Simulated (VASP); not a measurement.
Al5N:

```
CELL_PARAMETERS angstrom
4.27091 0.00000 0.00000
-2.13546 3.69872 0.00000
0.00000 0.00000 5.79755
ATOMIC_POSITIONS crystal
Al 0.66667 0.33333 0.79599
Al 0.00000 0.00000 0.00000
Al 0.66667 0.33333 0.20401
Al 0.33333 0.66667 0.20401
Al 0.33333 0.66667 0.79599
N 0.00000 0.00000 0.50000
```

The cell was generated, and may not be a known phase.

```yaml
Program: VASP 6.6.1
Task: relaxation of cell and atoms
Functional: PBE
Potentials_or_basis: VASP PAW PBE potentials, release 64 (Al, N)
Cutoff: 600 eV
k_mesh: 6 × 6 × 4
Occupations: gaussian, width 0.1 eV
Spin: no spin polarisation
```

At the start: pressure 13.8 GPa; volume 15.26 Å³/atom.

Question: How do energy, volume and symmetry change on relaxing?

Answer: Over 11 steps the energy falls by 362.7 meV/atom and the volume is 15.93 Å³/atom (+4.4 %); space group P6/mmm (No. 191, to 0.1 Å) before and after.

The path:
```tsv
step	energy change (eV)	largest force (eV/Å)	pressure (GPa)	volume (Å³)
1	0.0000	3.0474	13.78	91.58
2	-1.3740	0.8069	-5.51	110.08
3	-1.3797	0.8922	-4.66	108.51
4	-1.7790	0.8195	-3.37	103.15
5	-1.8590	1.2311	7.99	87.85
6	-2.0948	0.5108	-0.52	96.92
7	-2.1452	0.0612	2.78	92.37
8	-2.1563	0.1261	1.68	93.74
9	-2.1732	0.1323	-0.13	95.69
10	-2.1746	0.0760	0.23	95.26
11	-2.1765	0.0336	-0.04	95.59
```

Final structure:
```
Al N
1.0
     4.51427    0.00000    0.00000
    -2.25714    3.90947    0.00000
     0.00000    0.00000    5.41643
Al N
5 1
Direct
  0.66667 0.33333 0.74310
  0.00000 0.00000 0.00000
  0.66667 0.33333 0.25690
  0.33333 0.66667 0.25690
  0.33333 0.66667 0.74310
  0.00000 0.00000 0.50000
```

Caveat: the highest band is partly filled, so the run has too few bands.
